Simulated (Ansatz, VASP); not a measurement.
**Two plane-wave programs on SiC**

```xyz
4
Lattice="2.8292 0.0000 0.0000 -1.4146 2.4501 0.0000 0.0000 0.0000 4.6443" Properties=species:S:1:pos:R:3 pbc="T T T"
Si    0.0000    1.6334    0.0214
Si    1.4146    0.8167    2.3435
C     0.0000    1.6334    1.7667
C     1.4146    0.8167    4.0888
```

Change from the starting cell: strain -0.080 along x and y, -0.080 along z, atoms carried along.

Alike in both runs: task single point; functional r2SCAN; k mesh 12 × 12 × 6; occupations gaussian, width 0.05 eV; no spin polarisation.

|  | VASP | Ansatz |
| --- | --- | --- |
| version | VASP 6.6.1 | Ansatz 0.2.0 |
| potentials or method | VASP PAW PBE potentials, release 64 (Si, C), cutoff 520 eV | scalar-relativistic, plane waves, PAW |
| valence electrons in the cell | 16 | 16 |

|  | VASP | Ansatz | Ansatz less VASP |
| --- | --- | --- | --- |
| gap on the k mesh at the Fermi level (eV) | 2.25 | 2.23 | -0.015 |
| least direct gap on the mesh (eV) | 5.10 | 5.08 | -0.016 |
| pressure (GPa) | 91.0 | 91.5 | +0.49 |
| traceless stress, the component that is largest in VASP (GPa) | -2.14 | -2.16 | -0.028 |
| rms of the force components (eV/Å) | 0.020 | 0.022 | +0.0016 |

VASP's potentials were made for PBE, not for r2SCAN. Atom by atom the forces differ by 0.002 eV/Å (rms over components). Both programs put the cell under a high pressure, so it lies far from rest at this level.

Noted on VASP's run: the cell as given lies far from equilibrium.
